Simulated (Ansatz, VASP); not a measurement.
**Two plane-wave programs on Ti3Al**

```
Ti Al
1.0
     0.00000    3.29517    3.29517
     3.29517    0.00000    3.29517
     3.29517    3.29517    0.00000
Ti Al
3 1
Cartesian
  0.0000 0.0000 0.0000
  1.6476 1.6476 1.6476
  4.9427 4.9427 4.9427
  3.2952 3.2952 3.2952
```

Alike in both runs: task single point; functional PBE; k mesh 7 × 7 × 7; occupations fermi-dirac, width 0.05 eV; no spin polarisation.

|  | VASP | Ansatz |
| --- | --- | --- |
| version | VASP 6.6.1 | Ansatz 0.2.0 |
| potentials or method | VASP PAW PBE potentials, release 64 (Ti_sv, Al) | Ansatz PAW |
| plane-wave cutoff (eV) | 500 | 420 |
| valence electrons in the cell | 39 | 39 |

Ansatz gave:

```
gap on the k mesh at the Fermi level (eV) : none
pressure (GPa)                            : -6.7
```

Question: Which values does VASP return?

Answer: gap on the k mesh at the Fermi level (eV): none; pressure (GPa): -6.8.

A gap of «none» marks a metal or a gap that the smearing closes. The functional is the same, so the differences come from potentials, cutoffs and numerics.
